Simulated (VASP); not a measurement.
# C (R-3m) in VASP: a series of runs

The runs below take C through single point, with PBE.

Everything below comes from runs of VASP 6.6.1. Logs are shortened: lines on timing, memory, paths and dates and some standing lists are left out, and cuts for length are marked.

### Step 1. The cell of the first run

It takes space group R-3m (No. 166, trigonal). The conventional cell has a = 2.584 Å, b = 2.584 Å, c = 5.886 Å, α = 90.00°, β = 90.00°, γ = 120.00°. Within 2.0 Å of C (site symmetry 3m) lie 4 C at 1.47 to 1.57 Å.

### Step 2. Single point, PBE

File INCAR:

```
PREC = Accurate
ENCUT = 520
EDIFF = 1E-6
ISMEAR = 0
SIGMA = 0.05
LREAL = F
LASPH = T
NELM = 60
ALGO = Normal
ISIF = 2
LWAVE = F
LCHARG = F
GGA = PE
NBANDS = 11
```

File KPOINTS:

```
regular mesh
0
Gamma
  12 12 12
```

File POSCAR:

```
C
1.0
   -0.0852631213      1.7418037633      1.7418037633
    1.7418037633     -0.0852631213      1.7418037633
    1.7418037633      1.7418037633     -0.0852631213
C
2
Direct
    0.5000000000      0.5000000000      0.5000000000
    0.7500000000      0.7500000000      0.7500000000
```

Potentials or basis: VASP PAW PBE potentials, release 64 (C).

Command:

```console
> cat potpaw_PBE.64/C/POTCAR > POTCAR
> mpirun -np 1 vasp_std > vasp.out
```

OUTCAR:

```text
PREC = Accurate
   ENCUT = 520
   EDIFF = 1E-6
   ISMEAR = 0
   LREAL = F
   LASPH = T
   NELM = 60
   ISIF = 2
   GGA = PE

 ion  position               nearest neighbor table
   1  0.500  0.500  0.500-   2 1.47   2 1.57   2 1.57   2 1.57
   2  0.750  0.750  0.750-   1 1.47   1 1.57   1 1.57   1 1.57

  LATTYP: Found a trigonal (rhomboedric) cell.
 ALAT       =     2.4647576959
 COS(alpha) =     0.4505091948

  Lattice vectors:

 A1 = (  -0.0852631213,   1.7418037633,   1.7418037633)
 A2 = (   1.7418037633,  -0.0852631213,   1.7418037633)
 A3 = (   1.7418037633,   1.7418037633,  -0.0852631213)

Analysis of symmetry for initial positions (statically):
=====================================================================
 Subroutine PRICEL returns:
 Original cell was already a primitive cell.

 Routine SETGRP: Setting up the symmetry group for a
 trigonal (rhombohedral) supercell.

 Subroutine GETGRP returns: Found 12 space group operations
 (whereof  6 operations were pure point group operations)
 out of a pool of 12 trial point group operations.

The static configuration has the point symmetry C_3v.
 The point group associated with its full space group is D_3d.

Analysis of symmetry for dynamics (positions and initial velocities):
=====================================================================
 Subroutine PRICEL returns:
 Original cell was already a primitive cell.

 Routine SETGRP: Setting up the symmetry group for a
 trigonal (rhombohedral) supercell.

 Subroutine GETGRP returns: Found 12 space group operations
 (whereof  6 operations were pure point group operations)
 out of a pool of 12 trial point group operations.

The dynamic configuration has the point symmetry C_3v.
 The point group associated with its full space group is D_3d.

 Subroutine INISYM returns: Found 12 space group operations
 (whereof  6 operations are pure point group operations),
 and found     1 'primitive' translations

----------------------------------------------------------------------------------------

                                     Primitive cell

  volume of cell :      11.3443

  direct lattice vectors                    reciprocal lattice vectors
    -0.085263121  1.741803763  1.741803763    -0.266796580  0.280528757  0.280528757
     1.741803763 -0.085263121  1.741803763     0.280528757 -0.266796580  0.280528757
     1.741803763  1.741803763 -0.085263121     0.280528757  0.280528757 -0.266796580

  length of vectors
     2.464757696  2.464757696  2.464757696     0.478093278  0.478093278  0.478093278

  position of ions in fractional coordinates (direct lattice)
     0.500000000  0.500000000  0.500000000
     0.750000000  0.750000000  0.750000000

  ion indices of the primitive-cell ions
   primitive index   ion index
                 1           1
                 2           2

----------------------------------------------------------------------------------------

 KPOINTS: regular mesh

Automatic generation of k-mesh.
 Grid dimensions read from file:
 generate k-points for:   12   12   12

 Generating k-lattice:

  Cartesian coordinates                     Fractional coordinates (reciprocal lattice)
    -0.022233048  0.023377396  0.023377396     0.083333333  0.000000000  0.000000000
     0.023377396 -0.022233048  0.023377396     0.000000000  0.083333333  0.000000000
     0.023377396  0.023377396 -0.022233048     0.000000000  0.000000000  0.083333333

  Length of vectors
     0.039841107  0.039841107  0.039841107

  Shift w.r.t. Gamma in fractional coordinates (k-lattice)
     0.000000000  0.000000000  0.000000000

 Subroutine IBZKPT returns following result:
 ===========================================

 Found    189 irreducible k-points:

 Following reciprocal coordinates:
            Coordinates               Weight
  0.000000  0.000000  0.000000      1.000000
  0.083333  0.000000  0.000000      6.000000
  0.166667  0.000000  0.000000      6.000000
  0.250000  0.000000  0.000000      6.000000
  0.333333  0.000000  0.000000      6.000000
  0.416667 -0.000000 -0.000000      6.000000
[... 16 lines left out ...]
  0.500000  0.166667  0.000000     12.000000
 -0.416667  0.166667 -0.000000     12.000000
 [... further k-points ...]
   k-points           NKPTS =    189   k-points in BZ     NKDIM =    189   number of bands    NBANDS=     11
   number of dos      NEDOS =    301   number of ions     NIONS =      2
   total plane-waves  NPLWV =   5832
   dimension x,y,z NGX =    18 NGY =   18 NGZ =   18
   dimension x,y,z NGXF=    36 NGYF=   36 NGZF=   36
   ions per type =               2
   NGX,Y,Z   is equivalent  to a cutoff of  12.14, 12.14, 12.14 a.u.
   NGXF,Y,Z  is equivalent  to a cutoff of  24.28, 24.28, 24.28 a.u.
 SYSTEM =  unknown system
   PREC   = accura    normal or accurate (medium, high low for compatibility)
   ISTART =      0    job   : 0-new  1-cont  2-samecut
   ICHARG =      2    charge: 1-file 2-atom 10-const
   ISPIN  =      1    spin polarized calculation?
   LNONCOLLINEAR =      F non collinear calculations
   LSORBIT =      F    spin-orbit coupling
   LASPH  =      T    aspherical Exc in radial PAW
   ENCUT  =  520.0 eV  38.22 Ry    6.18 a.u.   4.58  4.58  4.58*2*pi/ulx,y,z
   NELM   =     60;   NELMIN=  2; NELMDL= -5     # of ELM steps
   EDIFF  = 0.1E-05   stopping-criterion for ELM
   LREAL  =      F    real-space projection
   EDIFFG = 0.1E-04   stopping-criterion for IOM
   NSW    =      0    number of steps for IOM
   IBRION =     -1    ionic relax: 0-MD 1-quasi-New 2-CG
   NFREE  =      0    steps in history (QN), initial steepest desc. (CG)
   ISIF   =      2    stress and relaxation
   ISYM   =      2    0-nonsym 1-usesym 2-fastsym
   POTIM  = 0.5000    time-step for ionic-motion
   TEBEG  =    0.0;   TEEND  =   0.0 temperature during run
   PSTRESS=    0.0 pullay stress
   NELECT =       8.0000    total number of electrons
   NUPDOWN=      -1.0000    fix difference up-down
   EMIN   =  10.00;   EMAX   =-10.00  energy-range for DOS
   EFERMI =   0.00;   METHOD = LEGACY
   ISMEAR =     0;   SIGMA  =   0.05  broadening in eV -4-tet -1-fermi 0-gaus
   EFERMI_NEDOS =   21; number of points for ismear=-14 and -15
   IALGO  =     38    algorithm
   IMIX   =      4    mixing-type and parameters
     AMIX     =   0.40;   BMIX     =  1.00
     AMIX_MAG =   1.60;   BMIX_MAG =  1.00
  volume/ion in A,a.u.               =       5.67        38.28
  Fermi-wavevector in a.u.,A,eV,Ry     =   1.457178  2.753668 28.890189  2.123369
  Thomas-Fermi vector in A             =   2.574010
   LORBIT       =      0    0 simple, 1 ext, 2 COOP (PROOUT), +10 PAW based schemes
   GGA     = PE    functional components
   LHFCALC =     F    Hartree Fock is set to
   AEXX    =    0.0000 exact exchange contribution
   IVDW    =     0    specifies the selected vdW correction
   LEPSILON=     F    determine dielectric tensor
   LRPA    =     F    only Hartree local field effects (RPA)
 non-spin polarized calculation
 Gauss-broadening in eV      SIGMA  =   0.05
  energy-cutoff  :      520.00
  volume of cell :       11.34
 maximum number of plane-waves:       319
   NGX =  9   NGY =  9   NGZ =  9

 number of electron       8.0000001 magnetization

 Free energy of the ion-electron system (eV)
  ---------------------------------------------------
  ext. energy  EPLUGINS =         0.00000000
  ---------------------------------------------------
  free energy    TOTEN  =       -18.03911282 eV

  energy without entropy =      -18.03911282  energy(sigma->0) =      -18.03911282

 E-fermi :   9.9825     XC(G=0): -13.2493

 val. band max:        9.7683057739   @ k =   0.0000   0.0000   0.0000
 cond. band min:      13.5570389957   @ k =   0.5000   0.5000   0.0000
 fundamental gap:      3.7887332218
 Fermi energy:         9.9825016328

 k-point     1 :       0.0000    0.0000    0.0000
  band No.  band energies     occupation
      1     -11.7708      2.00000
      2       9.5914      2.00000
      3       9.7683      2.00000
      4       9.7683      2.00000
      5      14.5884      0.00000
      6      14.5884      0.00000
      7      16.3542      0.00000
      8      23.6585      0.00000
      9      29.1266      0.00000
     10      36.3712      0.00000
     11      36.3712      0.00000

 k-point     2 :       0.0833    0.0000    0.0000
  band No.  band energies     occupation
      1     -11.5851      2.00000
      2       8.3596      2.00000
      3       9.3542      2.00000
      4       9.4744      2.00000
      5      14.9948      0.00000
      6      15.4542      0.00000
      7      16.8208      0.00000
      8      23.7726      0.00000
      9      29.3817      0.00000
     10      33.9419      0.00000
     11      34.9365      0.00000

 k-point     3 :       0.1667    0.0000    0.0000
  band No.  band energies     occupation
      1     -11.0307      2.00000
      2       5.7252      2.00000
      3       8.7289      2.00000
      4       8.8483      2.00000
      5      15.8863      0.00000
      6      16.6184      0.00000
      7      17.9423      0.00000
      8      24.1033      0.00000
      9      29.9070      0.00000
     10      32.1789      0.00000
     11      33.8547      0.00000
[... 267 lines left out ...]
 k-point    23 :       0.5000    0.1667    0.0000
  band No.  band energies     occupation
      1      -6.2136      2.00000
      2      -2.4548      2.00000
      3       4.9011      2.00000
      4       6.1190      2.00000
      5      17.2161      0.00000
      6      20.1707      0.00000
      7      21.7785      0.00000
      8      23.2401      0.00000
      9      29.7703      0.00000
     10      33.3788      0.00000
     11      36.0801      0.00000

 k-point    24 :      -0.4167    0.1667   -0.0000
  band No.  band energies     occupation
      1      -5.9582      2.00000
      2      -2.7538      2.00000
      3       4.3713      2.00000
      4       6.4389      2.00000
      5      17.6459      0.00000
      6      19.8545      0.00000
      7      21.6697      0.00000
      8      24.7711      0.00000
      9      28.9010      0.00000
     10      33.8883      0.00000
     11      34.6016      0.00000

 [... further k-points ...]

------------------------ aborting loop because EDIFF is reached ----------------------------------------

  FORCE on cell =-STRESS in cart. coord.  units (eV):
  Direction    XX          YY          ZZ          XY          YZ          ZX
  --------------------------------------------------------------------------------------
  -------------------------------------------------------------------------------------
  Total        0.3938431      0.3938431      0.3938431      2.0472993      2.0472993      2.0472993
  in kB       55.6233944     55.6233944     55.6233944    289.1449672    289.1449672    289.1449672
  external PRESSURE =      55.6233944 kB  Pullay stress =       0.0000000 kB

 VOLUME and BASIS-vectors are now :
 -----------------------------------------------------------------------------
  energy-cutoff  :      520.00
  volume of cell :       11.34
      direct lattice vectors                 reciprocal lattice vectors
    -0.085263121  1.741803763  1.741803763    -0.266796580  0.280528757  0.280528757
     1.741803763 -0.085263121  1.741803763     0.280528757 -0.266796580  0.280528757
     1.741803763  1.741803763 -0.085263121     0.280528757  0.280528757 -0.266796580

 POSITION                                       TOTAL-FORCE (eV/Angst)
 -----------------------------------------------------------------------------------
      1.69917      1.69917      1.69917        -0.347167     -0.347167     -0.347167
      2.54876      2.54876      2.54876         0.347167      0.347167      0.347167
 -----------------------------------------------------------------------------------
    total drift:                                0.000000     -0.000000      0.000000

  FREE ENERGIE OF THE ION-ELECTRON SYSTEM (eV)
  ---------------------------------------------------
  free  energy   TOTEN  =       -18.0391128217 eV

  energy  without entropy=      -18.0391128217  energy(sigma->0) =      -18.03911282
```

Run time: 18 s. Hardware: 1 thread of AMD EPYC 7R43 (Zen 3), shared host; peak memory 0.09 GiB.

Results:

* Free energy: -18.0391 eV
* Pressure: 5.6 GPa
* Largest force: 0.601 eV/Å
* Band gap on the k mesh: 3.79 eV, indirect (least direct gap 4.82 eV)

Forces in eV/Å, atoms in the order of the input:
```
C   -0.347 -0.347 -0.347
C    0.347  0.347  0.347
```

 A k mesh can miss the band edges.

### Step 3. Single point, PBE

This run uses another cell than the first one, of the same volume but with other edges.

File INCAR:

```
ALGO     = Normal         # electronic algorithm
EDIFF    = 1E-7           # SCF threshold, eV
ENCUT    = 520            # plane-wave cutoff, eV
GGA      = PE             # functional
ISIF     = 2              # what is computed and relaxed
ISMEAR   = 0              # smearing method
LASPH    = T              # aspherical terms in the spheres
LCHARG   = F              # write CHGCAR
LREAL    = F              # projectors in reciprocal space
LWAVE    = F              # write WAVECAR
NBANDS   = 11             # bands
NELM     = 100            # most SCF steps
PREC     = Accurate       # precision mode
SIGMA    = 0.05           # smearing width, eV
```

File KPOINTS:

```
k-points
0
Gamma
  12 12 12
```

File POSCAR:

```
C
1.0
    0.0927056575      1.8309367356      1.8309367356
    1.8309367356      0.0927056575      1.8309367356
    1.8309367356      1.8309367356      0.0927056575
C
2
Direct
    0.5000000000      0.5000000000      0.5000000000
    0.7500000000      0.7500000000      0.7500000000
```

Potentials or basis: VASP PAW PBE potentials, release 64 (C).

Command:

```console
> cat potpaw_PBE.64/C/POTCAR > POTCAR
> mpirun -np 1 vasp_std > vasp.out
```

Wall time 23 s (1 thread of AMD EPYC 7R43 (Zen 3), shared host); peak memory 0.09 GiB.

Results (log left out):

| Property | Result |
| --- | --- |
| Free energy | -18.0309 eV |
| Pressure | 5.6 GPa |
| Largest force | 0.043 eV/Å |
| Band gap on the k mesh | 3.70 eV, direct |

Forces in eV/Å, atoms in the order of the input:
```
C   -0.025 -0.025 -0.025
C    0.025  0.025  0.025
```

Stress tensor (GPa, compression positive):
```
  5.63 -27.91 -27.91
-27.91   5.63 -27.91
-27.91 -27.91   5.63
```

Levels at points of the mesh, in eV from the valence-band top:
```csv
k point,band 1,band 2,band 3,band 4,band 5,band 6,band 7,band 8
"(0.00, 0.00, 0.00)",-21.57,-0.25,0.00,0.00,3.70,6.31,6.31,13.72
"(0.50, 0.00, 0.00)",-15.42,-13.48,-3.15,-2.98,6.76,8.97,9.08,15.61
"(0.50, 0.50, 0.00)",-13.11,-12.60,-6.77,-5.85,3.76,5.72,16.27,16.64
"(0.50, 0.50, 0.50)",-16.83,-13.36,-2.17,-2.17,8.83,8.83,10.58,15.43
```

 A k mesh can miss the band edges.
